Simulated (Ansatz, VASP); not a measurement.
## Two plane-wave programs on AlGaN2

```
Al Ga N
1.0
     3.23510    0.00000    0.00000
     0.00000    3.23510    0.00000
     0.00000    0.00000    4.35748
Al Ga N
1 1 2
Direct
  0.50000 0.50000 0.50000
  0.00000 0.00000 0.00000
  0.50000 0.00000 0.73826
  0.00000 0.50000 0.26174
```

Change from the starting cell: strain +0.030 along x and y, -0.015 along z, atoms carried along.

Alike in both runs: task single point; functional r2SCAN; k mesh 8 × 8 × 6; occupations gaussian, width 0.05 eV; no spin polarisation.

|  | VASP | Ansatz |
| --- | --- | --- |
| version | VASP 6.6.1 | Ansatz 0.2.0 |
| potentials or method | VASP PAW PBE potentials, release 64 (Al, Ga_d, N_h), cutoff 910 eV | scalar-relativistic, plane waves, PAW |
| valence electrons in the cell | 26 | 26 |

Ansatz gave:

- gap on the k mesh at the Fermi level (eV): 3.06
- least direct gap on the mesh (eV): 3.06
- rms of the force components (eV/Å): 0.006

Q: What did VASP give for the same quantities?

A: gap on the k mesh at the Fermi level (eV): 3.07; least direct gap on the mesh (eV): 3.07; rms of the force components (eV/Å): 0.027.

VASP's potentials were made for PBE, not for r2SCAN. Atom by atom the forces differ by 0.033 eV/Å (rms over components).

Noted on VASP's run: the cutoff is short for stress, so the pressure is rough.
